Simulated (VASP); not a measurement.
Here is a VASP 6.6.1 calculation.

File INCAR:

```
SYSTEM = BeTe
ALGO = Normal
EDIFF = 1E-6
ENCUT = 600
GGA = PS
GGA_COMPAT = .False.
ISIF = 2
ISMEAR = 0
LASPH = .True.
LCHARG = .True.
LELF = .True.
LREAL = .False.
LVHAR = .True.
LWAVE = .False.
NBANDS = 11
NELM = 120
PREC = Accurate
SIGMA = 0.01
```

File KPOINTS:

```
k-points
0
Gamma
  8 8 8
  0 0 0
```

POSCAR

```
BeTe
1.0
    0.0000000000      2.8150000000      2.8150000000
    2.8150000000      0.0000000000      2.8150000000
    2.8150000000      2.8150000000      0.0000000000
Be Te
1 1
Direct
    0.0000000000      0.0000000000      0.0000000000
    0.2500000000      0.2500000000      0.2500000000
```

Potentials or basis: VASP PAW PBE potentials, release 64 (Be, Te).

Command:

```sh
$ cat potpaw_PBE.64/Be/POTCAR potpaw_PBE.64/Te/POTCAR > POTCAR
$ mpirun -np 1 vasp_std > vasp.out
```

(1) Predict the pressure.

(2) Predict the band gap on the k mesh.

Answers

(1) -0.5 GPa.

(2) 1.85 eV, indirect (least direct gap 3.60 eV).

Caveat: the PAW data sets were made with another functional, which shifts forces and pressure a little; spin-orbit coupling is left out, which moves the levels of the heavy elements.
